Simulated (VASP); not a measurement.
# LuH (Fm-3m) in VASP: single point with PBE

Aim: the single point of LuH with PBE.

Everything below comes from runs of VASP 6.6.1. Logs are shortened: lines on timing, memory, paths and dates and some standing lists are left out, and cuts for length are marked.

### Step 1. The cell of the first run

Symmetry: Fm-3m, No. 225, cubic system. The conventional cell has a = 4.657 Å, b = 4.657 Å, c = 4.657 Å, α = 90.00°, β = 90.00°, γ = 90.00°. Lu (site symmetry m-3m) has 6 H at 2.33 Å within 3.1 Å. H (site symmetry m-3m) has 6 Lu at 2.33 Å within 3.1 Å.

### Step 2. Single point, PBE

Input file POSCAR:

```
LuH
1.0
    0.0000000000      2.3285840000      2.3285840000
    2.3285840000      0.0000000000      2.3285840000
    2.3285840000      2.3285840000      0.0000000000
Lu H
1 1
Direct
    0.5000000000      0.5000000000      0.5000000000
    0.0000000000      0.0000000000      0.0000000000
```

Input file INCAR.step1:

```
SYSTEM = LuH
PREC = Accurate
ENCUT = 520
EDIFF = 1E-6
ISMEAR = 0
SIGMA = 0.0336
LREAL = .False.
LASPH = .True.
NELM = 120
ALGO = Normal
ISIF = 2
LWAVE = .False.
LCHARG = .True.
GGA = PE
NBANDS = 20
GGA_COMPAT = .False.
NEDOS = 2001
LORBIT = 11
```

Input file KPOINTS.step1:

```
Automatic mesh
0
Gamma
  9 9 9
  0 0 0
```

Input file INCAR.step2:

```
SYSTEM = LuH
PREC = Accurate
ENCUT = 520
EDIFF = 1E-6
ISMEAR = -5
SIGMA = 0.0336
LREAL = .False.
LASPH = .True.
NELM = 120
ALGO = Normal
ISIF = 2
LWAVE = .False.
LCHARG = .False.
GGA = PE
LORBIT = 11
NBANDS = 20
NEDOS = 2001
ICHARG = 11
GGA_COMPAT = .False.
```

Input file KPOINTS.step2:

```
Automatic mesh
0
Gamma
  14 14 14
  0 0 0
```

Potentials or basis: VASP PAW PBE potentials, release 64 (Lu, H).

Launch:

```console
> cat potpaw_PBE.64/Lu/POTCAR potpaw_PBE.64/H/POTCAR > POTCAR
> cp INCAR.step1 INCAR
> cp KPOINTS.step1 KPOINTS
> mpirun -np 1 vasp_std > vasp.out
> cp INCAR.step2 INCAR
> cp KPOINTS.step2 KPOINTS
> mpirun -np 1 vasp_std > vasp.out
```

OUTCAR:

```text
SYSTEM = LuH
   PREC = Accurate
   ENCUT = 520
   EDIFF = 1E-6
   ISMEAR = -5
   LREAL = .False.
   LASPH = .True.
   NELM = 120
   ISIF = 2
   GGA = PE
   LORBIT = 11
   ICHARG = 11

 ion  position               nearest neighbor table
   1  0.500  0.500  0.500-   2 2.33   2 2.33   2 2.33   2 2.33   2 2.33   2 2.33
   2  0.000  0.000  0.000-   1 2.33   1 2.33   1 2.33   1 2.33   1 2.33   1 2.33

  LATTYP: Found a face centered cubic cell.
 ALAT       =     4.6571680000

  Lattice vectors:

 A1 = (   0.0000000000,   2.3285840000,   2.3285840000)
 A2 = (   2.3285840000,   0.0000000000,   2.3285840000)
 A3 = (   2.3285840000,   2.3285840000,   0.0000000000)

Analysis of symmetry for initial positions (statically):
=====================================================================
 Subroutine PRICEL returns:
 Original cell was already a primitive cell.

 Routine SETGRP: Setting up the symmetry group for a
 face centered cubic supercell.

 Subroutine GETGRP returns: Found 48 space group operations
 (whereof 48 operations were pure point group operations)
 out of a pool of 48 trial point group operations.

The static configuration has the point symmetry O_h .

Analysis of symmetry for dynamics (positions and initial velocities):
=====================================================================
 Subroutine PRICEL returns:
 Original cell was already a primitive cell.

 Routine SETGRP: Setting up the symmetry group for a
 face centered cubic supercell.

 Subroutine GETGRP returns: Found 48 space group operations
 (whereof 48 operations were pure point group operations)
 out of a pool of 48 trial point group operations.

The dynamic configuration has the point symmetry O_h .

 Subroutine INISYM returns: Found 48 space group operations
 (whereof 48 operations are pure point group operations),
 and found     1 'primitive' translations

----------------------------------------------------------------------------------------

                                     Primitive cell

  volume of cell :      25.2526

  direct lattice vectors                    reciprocal lattice vectors
[... 83 lines left out ...]
   ISPIN  =      1    spin polarized calculation?
   LNONCOLLINEAR =      F non collinear calculations
   LSORBIT =      F    spin-orbit coupling
   LASPH  =      T    aspherical Exc in radial PAW
   ENCUT  =  520.0 eV  38.22 Ry    6.18 a.u.   6.12  6.12  6.12*2*pi/ulx,y,z
   NELM   =    120;   NELMIN=  2; NELMDL=  0     # of ELM steps
   EDIFF  = 0.1E-05   stopping-criterion for ELM
   LREAL  =      F    real-space projection
   EDIFFG = 0.1E-04   stopping-criterion for IOM
   NSW    =      0    number of steps for IOM
   IBRION =     -1    ionic relax: 0-MD 1-quasi-New 2-CG
   NFREE  =      0    steps in history (QN), initial steepest desc. (CG)
   ISIF   =      2    stress and relaxation
   ISYM   =      2    0-nonsym 1-usesym 2-fastsym
   POTIM  = 0.5000    time-step for ionic-motion
   TEBEG  =    0.0;   TEEND  =   0.0 temperature during run
   PSTRESS=    0.0 pullay stress
   NELECT =      26.0000    total number of electrons
   NUPDOWN=      -1.0000    fix difference up-down
   EMIN   =  10.00;   EMAX   =-10.00  energy-range for DOS
   EFERMI =   0.00;   METHOD = LEGACY
   ISMEAR =    -5;   SIGMA  =   0.03  broadening in eV -4-tet -1-fermi 0-gaus
   EFERMI_NEDOS =   21; number of points for ismear=-14 and -15
   IALGO  =     38    algorithm
   IMIX   =      4    mixing-type and parameters
     AMIX     =   0.40;   BMIX     =  1.00
     AMIX_MAG =   1.60;   BMIX_MAG =  1.00
  volume/ion in A,a.u.               =      12.63        85.21
  Fermi-wavevector in a.u.,A,eV,Ry     =   1.653093  3.123893 37.180879  2.732718
  Thomas-Fermi vector in A             =   2.741590
   LORBIT       =     11    0 simple, 1 ext, 2 COOP (PROOUT), +10 PAW based schemes
   GGA     = PE    functional components
   LHFCALC =     F    Hartree Fock is set to
   AEXX    =    0.0000 exact exchange contribution
   IVDW    =     0    specifies the selected vdW correction
   LEPSILON=     F    determine dielectric tensor
   LRPA    =     F    only Hartree local field effects (RPA)
 non-spin polarized calculation
 Fermi weights with tetrahedron method with Bloechl corrections
  energy-cutoff  :      520.00
  volume of cell :       25.25
 maximum number of plane-waves:       700

 number of electron      25.9999985 magnetization

 Free energy of the ion-electron system (eV)
  ---------------------------------------------------
  ext. energy  EPLUGINS =         0.00000000
  ---------------------------------------------------
  free energy    TOTEN  =        -8.38788664 eV

  energy without entropy =       -8.38788664  energy(sigma->0) =       -8.38788664

 E-fermi :   3.7851     XC(G=0): -11.8824

 val. band max:        3.9032152658   @ k =  -0.1429   0.2143   0.0714
 cond. band min:       3.7555884108   @ k =  -0.2857   0.2857   0.0000
 fundamental gap:     -0.1476268549
 Fermi energy:         3.7851210577

 k-point     1 :       0.0000    0.0000    0.0000
  band No.  band energies     occupation
      1     -52.3445      2.00000
      2     -22.6831      2.00000
      3     -22.6831      2.00000
      4     -22.6831      2.00000
      5      -5.5872      2.00000
      6      -1.2722      2.00000
[... 541 lines left out ...]
     19      17.7435      0.00000
     20      18.1446      0.00000

 [... further k-points ...]
[... 5 lines left out ...]
  --------------------------------------------------------------------------------------
  -------------------------------------------------------------------------------------
  Total        1.4423431      1.4423431      1.4423431     -0.0000000     -0.0000000      0.0000000
  in kB       91.5110313     91.5110313     91.5110313     -0.0000000     -0.0000000      0.0000000
  external PRESSURE =      91.5110313 kB  Pullay stress =       0.0000000 kB

 VOLUME and BASIS-vectors are now :
 -----------------------------------------------------------------------------
  energy-cutoff  :      520.00
  volume of cell :       25.25
      direct lattice vectors                 reciprocal lattice vectors
     0.000000000  2.328584000  2.328584000    -0.214722767  0.214722767  0.214722767
     2.328584000  0.000000000  2.328584000     0.214722767 -0.214722767  0.214722767
     2.328584000  2.328584000  0.000000000     0.214722767  0.214722767 -0.214722767

 POSITION                                       TOTAL-FORCE (eV/Angst)
 -----------------------------------------------------------------------------------
      2.32858      2.32858      2.32858         0.000000     -0.000000      0.000000
      0.00000      0.00000      0.00000        -0.000000      0.000000     -0.000000
 -----------------------------------------------------------------------------------
    total drift:                               -0.000000     -0.000000      0.000000

  FREE ENERGIE OF THE ION-ELECTRON SYSTEM (eV)
  ---------------------------------------------------
  free  energy   TOTEN  =        -8.3878866395 eV

  energy  without entropy=       -8.3878866395  energy(sigma->0) =       -8.38788664

 total charge

# of ion       s       p       d       f       tot
--------------------------------------------------
    1        2.303   6.062   1.076  13.974  23.416
    2        0.522   0.013   0.000   0.000   0.535
--------------------------------------------------
tot          2.825   6.075   1.076  13.974  23.951
```

Wall time 40 s (1 thread of AMD EPYC 7R43 (Zen 3), shared host); peak memory 0.15 GiB.

What came out:

| Item | Value |
| --- | --- |
| Valence electrons inside the program's atomic spheres | Lu 23.42; H 0.54 |

Caveat: spin-orbit coupling is left out, which moves the levels of the heavy elements; tetrahedron occupations give inexact forces and stress in metals.
